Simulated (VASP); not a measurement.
# W (Fm-3m) in VASP: further runs

The runs below take W through single point, with PBE, r2SCAN.

All numbers are computed with VASP 6.6.1; they aren't measurements. Logs are shortened: lines on timing, memory, paths and dates and some standing lists are left out, and cuts for length are marked.

## Step 1: The cell of the first run

Symmetry: Fm-3m, No. 225, cubic system. Conventional cell: a = 3.981 Å, b = 3.981 Å, c = 3.981 Å, α = 90.00°, β = 90.00°, γ = 90.00°. Within 3.7 Å of W (site symmetry m-3m) lie 12 W at 2.82 Å.

## Step 2: Single point, PBE

INCAR reads:

```
PREC = Accurate ; ENCUT = 520
EDIFF = 1E-6 ; ISMEAR = 0
SIGMA = 0.05 ; LREAL = False
LASPH = True ; NELM = 100
ALGO = Normal ; ISIF = 2
LWAVE = False ; LCHARG = False
GGA = PE ; NBANDS = 13
```

KPOINTS reads:

```
Automatic mesh
0
Gamma
  8 8 8
```

POSCAR reads:

```
W
1.0
    0.0000000000      1.9906732401      1.9906732401
    1.9906732401      0.0000000000      1.9906732401
    1.9906732401      1.9906732401      0.0000000000
W
1
Direct
    0.0000000000      0.0000000000      0.0000000000
```

Potentials or basis: VASP PAW PBE potentials, release 64 (W_sv).

The run is started by

```
$ cat potpaw_PBE.64/W_sv/POTCAR > POTCAR
$ mpirun -np 1 vasp_std > vasp.out
```

OUTCAR:

```text
PREC = Accurate
   ENCUT = 520
   EDIFF = 1E-6
   ISMEAR = 0
   LREAL = False
   LASPH = True
   NELM = 100
   ISIF = 2
   GGA = PE

 ion  position               nearest neighbor table
   1  0.000  0.000  0.000-

  LATTYP: Found a face centered cubic cell.
 ALAT       =     3.9813464802

  Lattice vectors:

 A1 = (   0.0000000000,   1.9906732401,   1.9906732401)
 A2 = (   1.9906732401,   0.0000000000,   1.9906732401)
 A3 = (   1.9906732401,   1.9906732401,   0.0000000000)

Analysis of symmetry for initial positions (statically):
=====================================================================
 Subroutine PRICEL returns:
 Original cell was already a primitive cell.

 Routine SETGRP: Setting up the symmetry group for a
 face centered cubic supercell.

 Subroutine GETGRP returns: Found 48 space group operations
 (whereof 48 operations were pure point group operations)
 out of a pool of 48 trial point group operations.

The static configuration has the point symmetry O_h .

Analysis of symmetry for dynamics (positions and initial velocities):
=====================================================================
 Subroutine PRICEL returns:
 Original cell was already a primitive cell.

 Routine SETGRP: Setting up the symmetry group for a
 face centered cubic supercell.

 Subroutine GETGRP returns: Found 48 space group operations
 (whereof 48 operations were pure point group operations)
 out of a pool of 48 trial point group operations.

The dynamic configuration has the point symmetry O_h .

 Subroutine INISYM returns: Found 48 space group operations
 (whereof 48 operations are pure point group operations),
 and found     1 'primitive' translations

----------------------------------------------------------------------------------------

                                     Primitive cell

  volume of cell :      15.7772

  direct lattice vectors                    reciprocal lattice vectors
     0.000000000  1.990673240  1.990673240    -0.251171307  0.251171307  0.251171307
     1.990673240  0.000000000  1.990673240     0.251171307 -0.251171307  0.251171307
     1.990673240  1.990673240  0.000000000     0.251171307  0.251171307 -0.251171307

  length of vectors
     2.815237094  2.815237094  2.815237094     0.435041466  0.435041466  0.435041466

  position of ions in fractional coordinates (direct lattice)
     0.000000000  0.000000000  0.000000000

  ion indices of the primitive-cell ions
   primitive index   ion index
[... 81 lines left out ...]
   POTIM  = 0.5000    time-step for ionic-motion
   TEBEG  =    0.0;   TEEND  =   0.0 temperature during run
   PSTRESS=    0.0 pullay stress
   NELECT =      14.0000    total number of electrons
   NUPDOWN=      -1.0000    fix difference up-down
   EMIN   =  10.00;   EMAX   =-10.00  energy-range for DOS
   EFERMI =   0.00;   METHOD = LEGACY
   ISMEAR =     0;   SIGMA  =   0.05  broadening in eV -4-tet -1-fermi 0-gaus
   EFERMI_NEDOS =   21; number of points for ismear=-14 and -15
   IALGO  =     38    algorithm
   IMIX   =      4    mixing-type and parameters
     AMIX     =   0.40;   BMIX     =  1.00
     AMIX_MAG =   1.60;   BMIX_MAG =  1.00
  volume/ion in A,a.u.               =      15.78       106.47
  Fermi-wavevector in a.u.,A,eV,Ry     =   1.573165  2.972850 33.672341  2.474847
  Thomas-Fermi vector in A             =   2.674490
   LORBIT       =      0    0 simple, 1 ext, 2 COOP (PROOUT), +10 PAW based schemes
   GGA     = PE    functional components
   LHFCALC =     F    Hartree Fock is set to
   AEXX    =    0.0000 exact exchange contribution
   IVDW    =     0    specifies the selected vdW correction
   LEPSILON=     F    determine dielectric tensor
   LRPA    =     F    only Hartree local field effects (RPA)
 non-spin polarized calculation
 Gauss-broadening in eV      SIGMA  =   0.05
  energy-cutoff  :      520.00
  volume of cell :       15.78
 maximum number of plane-waves:       444
 NGX is ok and might be reduce to    24
   NGX = 11   NGY = 11   NGZ = 11

 number of electron      13.9999999 magnetization

 Free energy of the ion-electron system (eV)
  ---------------------------------------------------
  ext. energy  EPLUGINS =         0.00000000
  ---------------------------------------------------
  free energy    TOTEN  =       -12.45152022 eV

  energy without entropy =      -12.44842217  energy(sigma->0) =      -12.44997120

 E-fermi :  10.9325     XC(G=0): -13.6604

 val. band max:       10.9204272989   @ k =   0.2500   0.1250   0.0000
 cond. band min:      10.9532504096   @ k =  -0.3750   0.3750   0.0000
 fundamental gap:      0.0328231107
 Fermi energy:        10.9325028733

 k-point     1 :       0.0000    0.0000    0.0000
  band No.  band energies     occupation
      1     -62.5830      2.00000
      2     -26.1578      2.00000
      3     -26.1578      2.00000
      4     -26.1578      2.00000
      5       1.8424      2.00000
      6      10.4190      2.00000
      7      10.4190      2.00000
      8      10.4190      2.00000
      9      13.7263      0.00000
     10      13.7263      0.00000
     11      23.8645      0.00000
     12      29.2940      0.00000
     13      29.2940      0.00000
[... 354 lines left out ...]
  band No.  band energies     occupation
      1     -62.4351      2.00000
      2     -27.2879      2.00000
      3     -26.6815      2.00000
      4     -26.4427      2.00000
      5       6.8658      2.00000
      6       8.3337      2.00000
      7      10.1312      2.00000
      8      11.7467      0.00000
      9      15.7893      0.00000
     10      19.2672      0.00000
     11      20.7111      0.00000
     12      27.0124      0.00000
     13      28.6428      0.00000

 [... further k-points ...]

------------------------ aborting loop because EDIFF is reached ----------------------------------------

  FORCE on cell =-STRESS in cart. coord.  units (eV):
  Direction    XX          YY          ZZ          XY          YZ          ZX
  --------------------------------------------------------------------------------------
  -------------------------------------------------------------------------------------
  Total        1.3860288      1.3860288      1.3860288      0.0000000     -0.0000000      0.0000000
  in kB      140.7514579    140.7514579    140.7514579      0.0000000     -0.0000000      0.0000000
  external PRESSURE =     140.7514579 kB  Pullay stress =       0.0000000 kB

 VOLUME and BASIS-vectors are now :
 -----------------------------------------------------------------------------
  energy-cutoff  :      520.00
  volume of cell :       15.78
      direct lattice vectors                 reciprocal lattice vectors
     0.000000000  1.990673240  1.990673240    -0.251171307  0.251171307  0.251171307
     1.990673240  0.000000000  1.990673240     0.251171307 -0.251171307  0.251171307
     1.990673240  1.990673240  0.000000000     0.251171307  0.251171307 -0.251171307

 POSITION                                       TOTAL-FORCE (eV/Angst)
 -----------------------------------------------------------------------------------
      0.00000      0.00000      0.00000        -0.000000     -0.000000      0.000000
 -----------------------------------------------------------------------------------
    total drift:                                0.000000      0.000000     -0.000000

  FREE ENERGIE OF THE ION-ELECTRON SYSTEM (eV)
  ---------------------------------------------------
  free  energy   TOTEN  =       -12.4515202197 eV

  energy  without entropy=      -12.4484221727  energy(sigma->0) =      -12.44997120
```

OSZICAR:

```text
N       E                     dE             d eps       ncg     rms          rms(c)
DAV:   1     0.862468144202E+02    0.86247E+02   -0.75965E+03   762   0.122E+03
DAV:   2    -0.114201725792E+02   -0.97667E+02   -0.93368E+02   844   0.313E+02
DAV:   3    -0.130344491729E+02   -0.16143E+01   -0.16053E+01   824   0.397E+01
DAV:   4    -0.130410901651E+02   -0.66410E-02   -0.66405E-02   824   0.278E+00
DAV:   5    -0.130411467009E+02   -0.56536E-04   -0.56535E-04   839   0.241E-01    0.205E+01
DAV:   6    -0.125835934618E+02    0.45755E+00   -0.38064E-01   799   0.822E+00    0.833E+00
DAV:   7    -0.124558455837E+02    0.12775E+00   -0.20825E-01   834   0.580E+00    0.551E-01
DAV:   8    -0.124516240196E+02    0.42216E-02   -0.37203E-03   764   0.796E-01    0.892E-02
DAV:   9    -0.124515168399E+02    0.10718E-03   -0.11193E-04   874   0.124E-01    0.405E-02
DAV:  10    -0.124515195812E+02   -0.27413E-05   -0.76791E-06   804   0.360E-02    0.378E-03
DAV:  11    -0.124515202197E+02   -0.63850E-06   -0.19579E-07   492   0.531E-03
   1 F= -.12451520E+02 E0= -.12449971E+02  d E =-.309805E-02
```

Run time: 3.7 s. Hardware: 1 thread of AMD EPYC 9R45 (Zen 5), shared host; peak memory 0.11 GiB.

Results:

```yaml
Free_energy: -12.4515 eV
Pressure: 14.1 GPa
Band_gap_on_the_k_mesh: zero (band 7 reaches 14.31 eV, above the bottom of band 8 at 10.42 eV)
```

Caveat: spin-orbit coupling is left out, which moves the levels of the heavy elements.

## Step 3: Single point, r2SCAN

This run uses another cell than the first one, of 16.21 Å³/atom, 1.027 times its volume.

POSCAR reads:

```
W
1.0
    0.0000000000      2.0085634052      2.0085634052
    2.0085634052      0.0000000000      2.0085634052
    2.0085634052      2.0085634052      0.0000000000
W
1
Direct
    0.0000000000      0.0000000000      0.0000000000
```

INCAR.step1 reads:

```
SYSTEM = W
  ALGO = Normal
  EDIFF = 1E-4
  ENCUT = 520
  GGA = PE
  ISMEAR = 0
  LASPH = .True.
  LCHARG = .False.
  LREAL = .False.
  LWAVE = .True.
  NBANDS = 13
  NELM = 80
  PREC = Accurate
  SIGMA = 0.05
```

INCAR.step2 reads:

```
SYSTEM = W
  ALGO = Normal
  EDIFF = 1E-6
  ENCUT = 520
  ISIF = 2
  ISMEAR = 0
  ISTART = 1
  LASPH = .True.
  LCHARG = .False.
  LMIXTAU = .True.
  LREAL = .False.
  LWAVE = .False.
  METAGGA = R2SCAN
  NBANDS = 13
  NELM = 80
  PREC = Accurate
  SIGMA = 0.05
```

KPOINTS reads:

```
k-points
0
Gamma
  18 18 18
  0 0 0
```

Potentials or basis: VASP PAW PBE potentials, release 64 (W_sv).

The run is started by

```
$ cat potpaw_PBE.64/W_sv/POTCAR > POTCAR
$ cp INCAR.step1 INCAR
$ mpirun -np 1 vasp_std > vasp.out
$ cp INCAR.step2 INCAR
$ mpirun -np 1 vasp_std > vasp.out
```

OUTCAR:

```text
SYSTEM = W
   EDIFF = 1E-6
   ENCUT = 520
   ISIF = 2
   ISMEAR = 0
   ISTART = 1
   LASPH = .True.
   LREAL = .False.
   METAGGA = R2SCAN
   NELM = 80
   PREC = Accurate

 ion  position               nearest neighbor table
   1  0.000  0.000  0.000-

  LATTYP: Found a face centered cubic cell.
 ALAT       =     4.0171268104

  Lattice vectors:

 A1 = (   0.0000000000,   2.0085634052,   2.0085634052)
 A2 = (   2.0085634052,   0.0000000000,   2.0085634052)
 A3 = (   2.0085634052,   2.0085634052,   0.0000000000)

Analysis of symmetry for initial positions (statically):
=====================================================================
 Subroutine PRICEL returns:
 Original cell was already a primitive cell.

 Routine SETGRP: Setting up the symmetry group for a
 face centered cubic supercell.

 Subroutine GETGRP returns: Found 48 space group operations
 (whereof 48 operations were pure point group operations)
 out of a pool of 48 trial point group operations.

The static configuration has the point symmetry O_h .

Analysis of symmetry for dynamics (positions and initial velocities):
=====================================================================
[... 162 lines left out ...]
 Fermi energy:        10.5074591498

 k-point     1 :       0.0000    0.0000    0.0000
  band No.  band energies     occupation
      1     -65.0787      2.00000
      2     -27.9968      2.00000
      3     -27.9968      2.00000
      4     -27.9968      2.00000
      5       0.9645      2.00000
      6       9.9085      2.00000
      7       9.9085      2.00000
      8       9.9085      2.00000
      9      13.3545      0.00000
     10      13.3545      0.00000
     11      23.8918      0.00000
     12      29.6297      0.00000
     13      29.6297      0.00000
[... 354 lines left out ...]
  band No.  band energies     occupation
      1     -65.0166      2.00000
      2     -28.6241      2.00000
      3     -28.1200      2.00000
      4     -28.0636      2.00000
      5       3.3079      2.00000
      6       8.6985      2.00000
      7      10.3754      1.99981
      8      10.5363      0.41399
      9      12.7955      0.00000
     10      13.8807      0.00000
     11      24.6644      0.00000
     12      28.1670      0.00000
     13      32.8325      0.00000

 [... further k-points ...]
[... 5 lines left out ...]
  --------------------------------------------------------------------------------------
  -------------------------------------------------------------------------------------
  Total        0.1126983      0.1126983      0.1126983     -0.0000000     -0.0000000      0.0000000
  in kB       11.1414431     11.1414431     11.1414431     -0.0000000     -0.0000000      0.0000000
  external PRESSURE =      11.1414431 kB  Pullay stress =       0.0000000 kB

 VOLUME and BASIS-vectors are now :
 -----------------------------------------------------------------------------
  energy-cutoff  :      520.00
  volume of cell :       16.21
      direct lattice vectors                 reciprocal lattice vectors
     0.000000000  2.008563405  2.008563405    -0.248934138  0.248934138  0.248934138
     2.008563405  0.000000000  2.008563405     0.248934138 -0.248934138  0.248934138
     2.008563405  2.008563405  0.000000000     0.248934138  0.248934138 -0.248934138

 POSITION                                       TOTAL-FORCE (eV/Angst)
 -----------------------------------------------------------------------------------
      0.00000      0.00000      0.00000         0.000000     -0.000000      0.000000
 -----------------------------------------------------------------------------------
    total drift:                               -0.000000     -0.000000     -0.000000

  FREE ENERGIE OF THE ION-ELECTRON SYSTEM (eV)
  ---------------------------------------------------
  free  energy   TOTEN  =       -50.7983159821 eV

  energy  without entropy=      -50.7969723502  energy(sigma->0) =      -50.79764417
```

OUTCAR.step1:

```text
SYSTEM = W
   EDIFF = 1E-4
   ENCUT = 520
   GGA = PE
   ISMEAR = 0
   LASPH = .True.
[... 601 lines left out ...]
 POSITION                                       TOTAL-FORCE (eV/Angst)
 -----------------------------------------------------------------------------------
      0.00000      0.00000      0.00000        -0.000000      0.000000     -0.000000
 -----------------------------------------------------------------------------------
    total drift:                               -0.000000      0.000000      0.000000

  FREE ENERGIE OF THE ION-ELECTRON SYSTEM (eV)
  ---------------------------------------------------
  free  energy   TOTEN  =       -12.4684446143 eV

  energy  without entropy=      -12.4666211355  energy(sigma->0) =      -12.46753287
```

OSZICAR.step1:

```text
N       E                     dE             d eps       ncg     rms          rms(c)
DAV:   1     0.850091065009E+02    0.85009E+02   -0.74182E+03  5104   0.122E+03
DAV:   2    -0.114433789133E+02   -0.96452E+02   -0.92952E+02  5625   0.316E+02
DAV:   3    -0.130686643844E+02   -0.16253E+01   -0.16188E+01  5635   0.398E+01
DAV:   4    -0.130755881609E+02   -0.69238E-02   -0.69235E-02  5660   0.287E+00
DAV:   5    -0.130756496045E+02   -0.61444E-04   -0.61444E-04  5685   0.254E-01    0.195E+01
DAV:   6    -0.125955096897E+02    0.48014E+00   -0.40975E-01  5395   0.850E+00    0.769E+00
DAV:   7    -0.124728483610E+02    0.12266E+00   -0.20137E-01  5650   0.562E+00    0.532E-01
DAV:   8    -0.124684232409E+02    0.44251E-02   -0.37212E-03  5120   0.772E-01    0.851E-02
DAV:   9    -0.124684446143E+02   -0.21373E-04   -0.45751E-05  3825   0.826E-02
   1 F= -.12468445E+02 E0= -.12467533E+02  d E =-.182348E-02
```

It took 88 s on 1 thread of AMD EPYC 9R45 (Zen 5), shared host; peak memory 0.14 GiB.

Results:

```
Free energy            : -50.7983 eV
Pressure               : 1.1 GPa
Band gap on the k mesh : zero (band 7 reaches 13.60 eV, above the bottom of band 8 at 9.91 eV)
```

Caveat: the PAW data sets were made with another functional, which shifts forces and pressure a little; spin-orbit coupling is left out, which moves the levels of the heavy elements.

## Step 4: Single point, r2SCAN

This run uses another cell than the first one, of 16.46 Å³/atom, 1.043 times its volume.

POSCAR reads:

```
W
1.0
    0.0000000000      2.0190628741      2.0190628741
    2.0190628741      0.0000000000      2.0190628741
    2.0190628741      2.0190628741      0.0000000000
W
1
Direct
    0.0000000000      0.0000000000      0.0000000000
```

INCAR.step1 reads:

```
PREC     = Accurate       # precision mode
ENCUT    = 520            # plane-wave cutoff, eV
ISMEAR   = 0              # smearing method
SIGMA    = 0.05           # smearing width, eV
LREAL    = False          # projectors in reciprocal space
LASPH    = True           # aspherical terms in the spheres
NELM     = 60             # most SCF steps
NBANDS   = 13             # bands
GGA      = PE             # functional
ALGO     = Normal         # electronic algorithm
EDIFF    = 1E-4           # SCF threshold, eV
LWAVE    = True           # write WAVECAR
LCHARG   = False          # write CHGCAR
```

INCAR.step2 reads:

```
PREC     = Accurate       # precision mode
ENCUT    = 520            # plane-wave cutoff, eV
EDIFF    = 1E-7           # SCF threshold, eV
ISMEAR   = 0              # smearing method
SIGMA    = 0.05           # smearing width, eV
LREAL    = False          # projectors in reciprocal space
LASPH    = True           # aspherical terms in the spheres
NELM     = 60             # most SCF steps
ALGO     = Normal         # electronic algorithm
ISIF     = 2              # what is computed and relaxed
LWAVE    = False          # write WAVECAR
LCHARG   = False          # write CHGCAR
METAGGA  = R2SCAN         # meta-GGA
LMIXTAU  = True         
NBANDS   = 13             # bands
ISTART   = 1
```

KPOINTS reads:

```
Automatic mesh
0
Gamma
  18 18 18
```

The run is started by

```
$ cat potpaw_PBE.64/W_sv/POTCAR > POTCAR
$ cp INCAR.step1 INCAR
$ mpirun -np 1 vasp_std > vasp.out
$ cp INCAR.step2 INCAR
$ mpirun -np 1 vasp_std > vasp.out
```

Wall time 1.7 min (1 thread of AMD EPYC 9R45 (Zen 5), shared host); peak memory 0.14 GiB.

The run converged. Its results:

```yaml
Free_energy: -50.7964 eV
Pressure: -3.6 GPa
Band_gap_on_the_k_mesh: zero (band 7 reaches 13.29 eV, above the bottom of band 8 at 9.71 eV)
```

Levels at points of the mesh, in eV from the Fermi level:
| k point | band 5 | band 6 | band 7 | band 8 | band 9 | band 10 |
| --- | --- | --- | --- | --- | --- | --- |
| (0.00, 0.00, 0.00) | -9.47 | -0.59 | -0.59 | -0.59 | 2.79 | 2.79 |
| (0.50, 0.00, 0.00) | -5.89 | -0.74 | -0.74 | 0.44 | 5.24 | 5.24 |
| (0.50, 0.50, 0.00) | -5.70 | -4.77 | 2.99 | 5.29 | 5.92 | 5.92 |

Caveat: the PAW data sets were made with another functional, which shifts forces and pressure a little; spin-orbit coupling is left out, which moves the levels of the heavy elements.

## Step 5: The runs side by side

```tsv
level	cell	k mesh	gap on the mesh (eV)	pressure (GPa)
PBE	a = 2.815 Å, angles 60.0°, 1 atom	8 × 8 × 8	none	14.1
r2SCAN	a = 2.841 Å, angles 60.0°, 1 atom	18 × 18 × 18	none	1.1
r2SCAN	a = 2.855 Å, angles 60.0°, 1 atom	18 × 18 × 18	none	-3.6
```

Alike in all rows: task single point; potentials or basis VASP PAW PBE potentials, release 64 (W_sv); no spin polarisation; cutoff (eV) 520; smearing gaussian 0.05 eV.

Caveats: spin-orbit coupling is left out, which moves the levels of the heavy elements; the PAW data sets were made with another functional, which shifts forces and pressure a little (some runs).

Absolute energies hang on the potentials; compare differences alone.
